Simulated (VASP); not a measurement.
Runs of VASP 6.6.1 on Sc3F. The structure is that of space group Pm-3m (No. 221), or close to it. The cells are those of the table. 

```tsv
task	cell	k mesh	cutoff (eV)	gap on the mesh (eV)	pressure (GPa)
single point	a = 4.457 Å, 4 atoms	10 × 10 × 10	520	none	(a)
single point	a = 4.432 Å, 4 atoms	4 × 4 × 4	520	none	0.3
relaxation of cell and atoms	relaxed from a = 4.061 Å, 4 atoms	4 × 4 × 4	600	none	-0.2
single point	a = 4.061 Å, 4 atoms	4 × 4 × 4	520	none	16.9
```

Alike in all rows: level r2SCAN; potentials or basis VASP PAW PBE potentials, release 64 (Sc_sv, F); no spin polarisation; smearing gaussian 0.1 eV.

**Question.** Fill in the values left out.

**Answer.** (a) 0.0.

Caveats: some runs use coarse meshes; the PAW data sets were made with another functional, which shifts forces and pressure a little.

A gap of «none» marks levels without a gap at the run's occupations.
